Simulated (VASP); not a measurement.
# CsCl (Pm-3m) in VASP: further runs

The runs below take CsCl through single point, with PBEsol.

All numbers are computed with VASP 6.6.1; they aren't measurements. Logs are shortened: lines on timing, memory, paths and dates and some standing lists are left out, and cuts for length are marked.

**1. The cell of the first run**

It takes space group Pm-3m (No. 221, cubic). Conventional cell: a = 4.095 Å, b = 4.095 Å, c = 4.095 Å, α = 90.00°, β = 90.00°, γ = 90.00°. Within 4.7 Å of Cs (site symmetry m-3m) lie 8 Cl at 3.55 Å and 6 Cs at 4.10 Å. Cl (site symmetry m-3m) has 8 Cs at 3.55 Å and 6 Cl at 4.10 Å within 4.7 Å.

**2. Single point, PBEsol (34.34 Å³/atom)**

INCAR reads:

```
SYSTEM = CsCl
  ALGO = Normal
  EDIFF = 1E-6
  ENCUT = 500
  GGA = PS
  GGA_COMPAT = .FALSE.
  ISIF = 2
  ISMEAR = -1
  LASPH = .TRUE.
  LCHARG = .FALSE.
  LREAL = .FALSE.
  LWAVE = .FALSE.
  NBANDS = 15
  NELM = 120
  PREC = Accurate
  SIGMA = 0.03
```

KPOINTS reads:

```
k-points
0
G
  6 6 6
  0 0 0
```

POSCAR reads:

```
CsCl
1.0
    4.0953280253      0.0000000000      0.0000000000
    0.0000000000      4.0953280253      0.0000000000
    0.0000000000      0.0000000000      4.0953280253
Cs Cl
1 1
Direct
    0.0000000000      0.0000000000      0.0000000000
    0.5000000000      0.5000000000      0.5000000000
```

Potentials or basis: VASP PAW PBE potentials, release 64 (Cs_sv, Cl).

Run with:

```
cat potpaw_PBE.64/Cs_sv/POTCAR potpaw_PBE.64/Cl/POTCAR > POTCAR
mpirun -np 1 vasp_std > vasp.out
```

OUTCAR:

```text
SYSTEM = CsCl
   EDIFF = 1E-6
   ENCUT = 500
   GGA = PS
   ISIF = 2
   ISMEAR = -1
   LASPH = .TRUE.
   LREAL = .FALSE.
   NELM = 120
   PREC = Accurate

 ion  position               nearest neighbor table
   1  0.000  0.000  0.000-
   2  0.500  0.500  0.500-

  LATTYP: Found a simple cubic cell.
 ALAT       =     4.0953280253

  Lattice vectors:

 A1 = (   4.0953280253,   0.0000000000,   0.0000000000)
 A2 = (   0.0000000000,   4.0953280253,   0.0000000000)
 A3 = (   0.0000000000,   0.0000000000,   4.0953280253)

Analysis of symmetry for initial positions (statically):
=====================================================================
 Subroutine PRICEL returns:
 Original cell was already a primitive cell.

 Routine SETGRP: Setting up the symmetry group for a
 simple cubic supercell.

 Subroutine GETGRP returns: Found 48 space group operations
 (whereof 48 operations were pure point group operations)
 out of a pool of 48 trial point group operations.

The static configuration has the point symmetry O_h .

Analysis of symmetry for dynamics (positions and initial velocities):
=====================================================================
 Subroutine PRICEL returns:
 Original cell was already a primitive cell.

 Routine SETGRP: Setting up the symmetry group for a
 simple cubic supercell.

 Subroutine GETGRP returns: Found 48 space group operations
 (whereof 48 operations were pure point group operations)
 out of a pool of 48 trial point group operations.

The dynamic configuration has the point symmetry O_h .

 Subroutine INISYM returns: Found 48 space group operations
 (whereof 48 operations are pure point group operations),
 and found     1 'primitive' translations

----------------------------------------------------------------------------------------

                                     Primitive cell

  volume of cell :      68.6857

  direct lattice vectors                    reciprocal lattice vectors
     4.095328025  0.000000000  0.000000000     0.244180684  0.000000000  0.000000000
     0.000000000  4.095328025  0.000000000     0.000000000  0.244180684  0.000000000
     0.000000000  0.000000000  4.095328025     0.000000000  0.000000000  0.244180684

  length of vectors
     4.095328025  4.095328025  4.095328025     0.244180684  0.244180684  0.244180684

  position of ions in fractional coordinates (direct lattice)
     0.000000000  0.000000000  0.000000000
     0.500000000  0.500000000  0.500000000

  ion indices of the primitive-cell ions
   primitive index   ion index
                 1           1
                 2           2

----------------------------------------------------------------------------------------

 KPOINTS: k-points

Automatic generation of k-mesh.
 Grid dimensions read from file:
 generate k-points for:    6    6    6

 Generating k-lattice:

  Cartesian coordinates                     Fractional coordinates (reciprocal lattice)
     0.040696781  0.000000000  0.000000000     0.166666667  0.000000000  0.000000000
     0.000000000  0.040696781  0.000000000     0.000000000  0.166666667  0.000000000
     0.000000000  0.000000000  0.040696781     0.000000000  0.000000000  0.166666667

  Length of vectors
     0.040696781  0.040696781  0.040696781

  Shift w.r.t. Gamma in fractional coordinates (k-lattice)
     0.000000000  0.000000000  0.000000000

 Subroutine IBZKPT returns following result:
 ===========================================

 Found     20 irreducible k-points:

 Following reciprocal coordinates:
            Coordinates               Weight
  0.000000  0.000000  0.000000      1.000000
  0.166667  0.000000  0.000000      6.000000
  0.333333  0.000000  0.000000      6.000000
  0.500000  0.000000  0.000000      3.000000
  0.166667  0.166667  0.000000     12.000000
  0.333333  0.166667  0.000000     24.000000
[... 12 lines left out ...]
  0.500000  0.500000  0.333333      6.000000
  0.500000  0.500000  0.500000      1.000000
   k-points           NKPTS =     20   k-points in BZ     NKDIM =     20   number of bands    NBANDS=     15
   number of dos      NEDOS =    301   number of ions     NIONS =      2
   total plane-waves  NPLWV =  27000
   dimension x,y,z NGX =    30 NGY =   30 NGZ =   30
   dimension x,y,z NGXF=    60 NGYF=   60 NGZF=   60
   ions per type =               1   1
   NGX,Y,Z   is equivalent  to a cutoff of  12.18, 12.18, 12.18 a.u.
   NGXF,Y,Z  is equivalent  to a cutoff of  24.36, 24.36, 24.36 a.u.
 SYSTEM =  CsCl
   PREC   = accura    normal or accurate (medium, high low for compatibility)
   ISTART =      0    job   : 0-new  1-cont  2-samecut
   ICHARG =      2    charge: 1-file 2-atom 10-const
   ISPIN  =      1    spin polarized calculation?
   LNONCOLLINEAR =      F non collinear calculations
   LSORBIT =      F    spin-orbit coupling
   LASPH  =      T    aspherical Exc in radial PAW
   ENCUT  =  500.0 eV  36.75 Ry    6.06 a.u.   7.47  7.47  7.47*2*pi/ulx,y,z
   NELM   =    120;   NELMIN=  2; NELMDL= -5     # of ELM steps
   EDIFF  = 0.1E-05   stopping-criterion for ELM
   LREAL  =      F    real-space projection
   EDIFFG = 0.1E-04   stopping-criterion for IOM
   NSW    =      0    number of steps for IOM
   IBRION =     -1    ionic relax: 0-MD 1-quasi-New 2-CG
   NFREE  =      0    steps in history (QN), initial steepest desc. (CG)
   ISIF   =      2    stress and relaxation
   ISYM   =      2    0-nonsym 1-usesym 2-fastsym
   POTIM  = 0.5000    time-step for ionic-motion
   TEBEG  =    0.0;   TEEND  =   0.0 temperature during run
   PSTRESS=    0.0 pullay stress
   NELECT =      16.0000    total number of electrons
   NUPDOWN=      -1.0000    fix difference up-down
   EMIN   =  10.00;   EMAX   =-10.00  energy-range for DOS
   EFERMI =   0.00;   METHOD = LEGACY
   ISMEAR =    -1;   SIGMA  =   0.03  broadening in eV -4-tet -1-fermi 0-gaus
   EFERMI_NEDOS =   21; number of points for ismear=-14 and -15
   IALGO  =     38    algorithm
   IMIX   =      4    mixing-type and parameters
     AMIX     =   0.40;   BMIX     =  1.00
     AMIX_MAG =   1.60;   BMIX_MAG =  1.00
  volume/ion in A,a.u.               =      34.34       231.76
  Fermi-wavevector in a.u.,A,eV,Ry     =   1.007301  1.903524 13.805236  1.014656
  Thomas-Fermi vector in A             =   2.140098
   LORBIT       =      0    0 simple, 1 ext, 2 COOP (PROOUT), +10 PAW based schemes
   GGA     = PS    functional components
   LHFCALC =     F    Hartree Fock is set to
   AEXX    =    0.0000 exact exchange contribution
   IVDW    =     0    specifies the selected vdW correction
   LEPSILON=     F    determine dielectric tensor
   LRPA    =     F    only Hartree local field effects (RPA)
 non-spin polarized calculation
  energy-cutoff  :      500.00
  volume of cell :       68.69
 maximum number of plane-waves:      1775
 NGX is ok and might be reduce to    30
   NGX = 15   NGY = 15   NGZ = 15

 number of electron      16.0000007 magnetization

 Free energy of the ion-electron system (eV)
  ---------------------------------------------------
  ext. energy  EPLUGINS =         0.00000000
  ---------------------------------------------------
  free energy    TOTEN  =        -6.84423952 eV

  energy without entropy =       -6.84423952  energy(sigma->0) =       -6.84423952

 E-fermi :   0.3344     XC(G=0):  -8.5693

 val. band max:       -0.3035431277   @ k =   0.0000   0.0000   0.0000
 cond. band min:       4.8334024090   @ k =   0.0000   0.0000   0.0000
 fundamental gap:      5.1369455366
 Fermi energy:         0.3343760060

 k-point     1 :       0.0000    0.0000    0.0000
  band No.  band energies     occupation
      1     -19.6508      2.00000
      2     -12.4872      2.00000
      3      -6.1060      2.00000
      4      -6.1060      2.00000
      5      -6.1060      2.00000
      6      -0.3035      2.00000
      7      -0.3035      2.00000
      8      -0.3035      2.00000
      9       4.8334      0.00000
     10       4.9363      0.00000
     11       4.9363      0.00000
     12       9.7656      0.00000
     13       9.7656      0.00000
     14       9.7656      0.00000
     15      12.9040      0.00000

 k-point     2 :       0.1667    0.0000    0.0000
  band No.  band energies     occupation
      1     -19.6285      2.00000
      2     -12.4992      2.00000
      3      -6.2636      2.00000
      4      -6.0677      2.00000
      5      -6.0677      2.00000
      6      -0.6807      2.00000
      7      -0.3671      2.00000
      8      -0.3671      2.00000
      9       5.1281      0.00000
     10       5.4562      0.00000
     11       5.6473      0.00000
     12       9.5371      0.00000
     13       9.5371      0.00000
     14       9.9307      0.00000
     15      11.3810      0.00000

 k-point     3 :       0.3333    0.0000    0.0000
  band No.  band energies     occupation
      1     -19.5829      2.00000
      2     -12.5270      2.00000
      3      -6.5415      2.00000
      4      -5.9885      2.00000
      5      -5.9885      2.00000
      6      -1.2956      2.00000
      7      -0.4998      2.00000
      8      -0.4998      2.00000
      9       5.6315      0.00000
     10       6.6266      0.00000
     11       7.3989      0.00000
     12       9.2770      0.00000
     13       9.2770      0.00000
     14       9.6061      0.00000
     15      10.3464      0.00000
[... 271 lines left out ...]
 k-point    19 :       0.5000    0.5000    0.3333
  band No.  band energies     occupation
      1     -19.4293      2.00000
      2     -12.3306      2.00000
      3      -6.7469      2.00000
      4      -6.7469      2.00000
      5      -6.4863      2.00000
      6      -1.3047      2.00000
      7      -1.3047      2.00000
      8      -1.2532      2.00000
      9       7.5038      0.00000
     10       7.9754      0.00000
     11       7.9754      0.00000
     12       8.3914      0.00000
     13      10.6019      0.00000
     14      10.6019      0.00000
     15      12.2858      0.00000

 k-point    20 :       0.5000    0.5000    0.5000
  band No.  band energies     occupation
      1     -19.4110      2.00000
      2     -12.3080      2.00000
      3      -6.6749      2.00000
      4      -6.6749      2.00000
      5      -6.6749      2.00000
      6      -1.4903      2.00000
      7      -1.4903      2.00000
      8      -1.4903      2.00000
      9       8.1968      0.00000
     10       8.1968      0.00000
     11       8.1968      0.00000
     12      10.1785      0.00000
     13      10.1785      0.00000
     14      10.1785      0.00000
     15      12.3493      0.00000

------------------------ aborting loop because EDIFF is reached ----------------------------------------

  FORCE on cell =-STRESS in cart. coord.  units (eV):
  Direction    XX          YY          ZZ          XY          YZ          ZX
  --------------------------------------------------------------------------------------
  -------------------------------------------------------------------------------------
  Total       -0.1357405     -0.1357405     -0.1357405      0.0000000      0.0000000     -0.0000000
  in kB       -3.1663134     -3.1663134     -3.1663134      0.0000000      0.0000000     -0.0000000
  external PRESSURE =      -3.1663134 kB  Pullay stress =       0.0000000 kB

 VOLUME and BASIS-vectors are now :
 -----------------------------------------------------------------------------
  energy-cutoff  :      500.00
  volume of cell :       68.69
      direct lattice vectors                 reciprocal lattice vectors
     4.095328025  0.000000000  0.000000000     0.244180684  0.000000000  0.000000000
     0.000000000  4.095328025  0.000000000     0.000000000  0.244180684  0.000000000
     0.000000000  0.000000000  4.095328025     0.000000000  0.000000000  0.244180684

 POSITION                                       TOTAL-FORCE (eV/Angst)
 -----------------------------------------------------------------------------------
      0.00000      0.00000      0.00000         0.000000      0.000000      0.000000
      2.04766      2.04766      2.04766         0.000000      0.000000      0.000000
 -----------------------------------------------------------------------------------
    total drift:                                0.000000      0.000000     -0.000000

  FREE ENERGIE OF THE ION-ELECTRON SYSTEM (eV)
  ---------------------------------------------------
  free  energy   TOTEN  =        -6.8442395232 eV

  energy  without entropy=       -6.8442395232  energy(sigma->0) =       -6.84423952
```

Run time: 15 s. Hardware: 1 thread of Intel Xeon Platinum 8259CL at 2.50GHz (Skylake/Cascade Lake), shared host; peak memory 0.17 GiB.

What came out:

| Property | Result |
| --- | --- |
| Free energy | -6.8442 eV |
| Pressure | -0.3 GPa |
| Band gap on the k mesh | 5.14 eV |

Caveat: the PAW data sets were made with another functional, which shifts forces and pressure a little; spin-orbit coupling is left out, which moves the levels of the heavy elements.

**3. Single point, PBEsol (35.39 Å³/atom)**

This run uses another cell than the first one, of 35.39 Å³/atom.

INCAR reads:

```
SYSTEM = CsCl
ALGO = Normal ; EDIFF = 1E-6
ENCUT = 500 ; GGA = PS
GGA_COMPAT = .False. ; ISIF = 2
ISMEAR = -1 ; LASPH = .True.
LCHARG = .False. ; LREAL = .False.
LWAVE = .False. ; NBANDS = 15
NELM = 120 ; PREC = Accurate
SIGMA = 0.03
```

KPOINTS reads:

```
k-points
0
Gamma
  6 6 6
  0 0 0
```

POSCAR reads:

```
CsCl
1.0
    4.1366977750      0.0000000000      0.0000000000
    0.0000000000      4.1366977750      0.0000000000
    0.0000000000      0.0000000000      4.1366977750
Cs Cl
1 1
Direct
    0.0000000000      0.0000000000      0.0000000000
    0.5000000000      0.5000000000      0.5000000000
```

Potentials or basis: VASP PAW PBE potentials, release 64 (Cs_sv, Cl).

Run with:

```
cat potpaw_PBE.64/Cs_sv/POTCAR potpaw_PBE.64/Cl/POTCAR > POTCAR
mpirun -np 1 vasp_std > vasp.out
```

Run time: 14 s. Hardware: 1 thread of Intel Xeon Platinum 8259CL at 2.50GHz (Skylake/Cascade Lake), shared host; peak memory 0.17 GiB.

It converged, with:

- Free energy: -6.8375 eV
- Pressure: -0.8 GPa
- Band gap on the k mesh: 5.00 eV

Levels at points of the mesh, in eV from the valence-band top:
```csv
k point,band 5,band 6,band 7,band 8,band 9,band 10,band 11,band 12
"(0.00, 0.00, 0.00)",-5.86,0.00,0.00,0.00,5.00,5.27,5.27,9.96
"(0.50, 0.00, 0.00)",-5.72,-1.19,-0.24,-0.24,6.31,7.44,8.63,9.10
"(0.50, 0.50, 0.00)",-5.63,-0.43,-0.43,-0.05,5.80,5.87,7.88,7.88
"(0.50, 0.50, 0.50)",-6.39,-1.11,-1.11,-1.11,8.37,8.37,8.37,10.31
```

Caveat: the PAW data sets were made with another functional, which shifts forces and pressure a little; spin-orbit coupling is left out, which moves the levels of the heavy elements.

**4. Single point, PBEsol (34.69 Å³/atom)**

This run uses another cell than the first one, of 34.69 Å³/atom.

INCAR reads:

```
  PREC = Accurate
  ENCUT = 500
  EDIFF = 1E-6
  ISMEAR = -1
  SIGMA = 0.03
  LREAL = False
  LASPH = True
  NELM = 120
  ALGO = Normal
  ISIF = 2
  LWAVE = False
  LCHARG = False
  GGA = PS
  NBANDS = 15
  GGA_COMPAT = False
```

KPOINTS reads:

```
regular mesh
0
Gamma
  6 6 6
```

POSCAR reads:

```
CsCl
1.0
    4.1092105993      0.0000000000      0.0000000000
    0.0000000000      4.1092105993      0.0000000000
    0.0000000000      0.0000000000      4.1092105993
Cs Cl
1 1
Direct
    0.0000000000      0.0000000000      0.0000000000
    0.5000000000      0.5000000000      0.5000000000
```

Run with:

```
cat potpaw_PBE.64/Cs_sv/POTCAR potpaw_PBE.64/Cl/POTCAR > POTCAR
mpirun -np 1 vasp_std > vasp.out
```

Wall time 16 s (1 thread of Intel Xeon Platinum 8259CL at 2.50GHz (Skylake/Cascade Lake), shared host); peak memory 0.17 GiB.

Results (log left out):

```yaml
Free_energy: -6.8427 eV
Pressure: -0.5 GPa
Band_gap_on_the_k_mesh: 5.09 eV
```

Levels at points of the mesh, in eV from the valence-band top:
```tsv
k point	band 4	band 5	band 6	band 7	band 8	band 9	band 10	band 11	band 12	band 13
(0.00, 0.00, 0.00)	-5.82	-5.82	0.00	0.00	0.00	5.09	5.25	5.25	10.03	10.03
(0.50, 0.00, 0.00)	-5.67	-5.67	-1.23	-0.26	-0.26	6.31	7.54	8.76	9.09	9.49
(0.50, 0.50, 0.00)	-6.64	-5.58	-0.44	-0.44	-0.06	5.82	5.89	7.90	7.90	11.84
(0.50, 0.50, 0.50)	-6.38	-6.38	-1.16	-1.16	-1.16	8.46	8.46	8.46	10.42	10.42
```

Caveat: the PAW data sets were made with another functional, which shifts forces and pressure a little; spin-orbit coupling is left out, which moves the levels of the heavy elements.

**5. Summary**

| cell | gap on the mesh (eV) | pressure (GPa) |
| --- | --- | --- |
| a = 4.095 Å, 2 atoms | 5.14 | -0.3 |
| a = 4.137 Å, 2 atoms | 5.00 | -0.8 |
| a = 4.109 Å, 2 atoms | 5.09 | -0.5 |

Alike in all rows: task single point; level PBEsol; potentials or basis VASP PAW PBE potentials, release 64 (Cs_sv, Cl); no spin polarisation; k mesh 6 × 6 × 6; cutoff (eV) 500; smearing fermi-dirac 0.03 eV.

Caveats: the PAW data sets were made with another functional, which shifts forces and pressure a little; spin-orbit coupling is left out, which moves the levels of the heavy elements.

Absolute energies hang on the potentials; compare differences alone.
